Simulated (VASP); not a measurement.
Set up this calculation in VASP 6.6.1, as the native input.

- Task: single point
- Functional: PBE
- Potentials or basis: VASP PAW PBE potentials, release 64 (C, N, H)
- Cutoff: 520 eV
- k mesh: 2 × 2 × 1
- Occupations: fermi-dirac, width 0.05 eV
- Spin: no spin polarisation
- Dipole correction: no
- Further INCAR settings: LREAL = Auto; ALGO = Normal; EDIFF = 1e-07; NBANDS = 55

The structure of HC18N lies in POSCAR:

```
HC18N
1.0
    7.3980000000      0.0000000000      0.0000000000
   -3.6990000000      6.4068560000      0.0000000000
    0.0000000000      0.0000000000     12.0000000000
C N H
18 1 1
Direct
    0.0163821376      0.0152249403      0.0782648333
    0.2378857295      0.1263532378      0.0785044167
    0.0128940160      0.3492578887      0.0778004167
    0.2362135770      0.4616090950      0.0815393333
    0.0177339805      0.6833709077      0.0787060833
    0.2376183173      0.7929187108      0.0830594167
    0.3474458922      0.0155208733      0.0815977500
    0.5702260462      0.1263707191      0.0804999167
    0.3498723880      0.3495514805      0.0801160000
    0.5676527933      0.4554875277      0.0812856667
    0.3451006137      0.6789746796      0.0895590000
    0.5708979305      0.7928210030      0.1081771667
    0.6833219694      0.0187347741      0.0860656667
    0.9009052587      0.1263168706      0.0797839167
    0.6800228724      0.3469570722      0.0780012500
    0.9029669425      0.4594921440      0.0789776667
    0.6900080068      0.6820557540      0.0994580833
    0.9132917903      0.7981769842      0.0775355833
    0.6872198745      0.7524792191      0.2154264167
    0.6235600847      0.6164583690      0.2614744167
```

These files were run (other wordings do the same):

INCAR

```
ALGO     = Normal         # electronic algorithm
EDIFF    = 1E-7           # SCF threshold, eV
ENCUT    = 520            # plane-wave cutoff, eV
GGA      = PE             # functional
ISIF     = 2              # what is computed and relaxed
ISMEAR   = -1             # smearing method
LASPH    = True           # aspherical terms in the spheres
LCHARG   = False          # write CHGCAR
LREAL    = Auto         
LWAVE    = False          # write WAVECAR
NBANDS   = 55             # bands
NELM     = 100            # most SCF steps
PREC     = Accurate       # precision mode
SIGMA    = 0.05           # smearing width, eV
```

KPOINTS

```
k-points
0
Gamma
  2 2 1
```

Potentials or basis: VASP PAW PBE potentials, release 64 (C, N, H).

The run is started by

```sh
$ cat potpaw_PBE.64/C/POTCAR potpaw_PBE.64/N/POTCAR potpaw_PBE.64/H/POTCAR > POTCAR
$ mpirun -np 1 vasp_std > vasp.out
```

Results of the run:

```json
{"Largest force": "1.240 eV/Å", "Band gap on the k mesh": "0.21 eV"}
```

Caveat: the k points lie up to 0.49 Å⁻¹ apart.

It took 2.7 min on 1 thread of Intel(R) Xeon(R) 6975P-C (Granite Rapids), with other jobs on the host, peak memory 0.6 GiB.
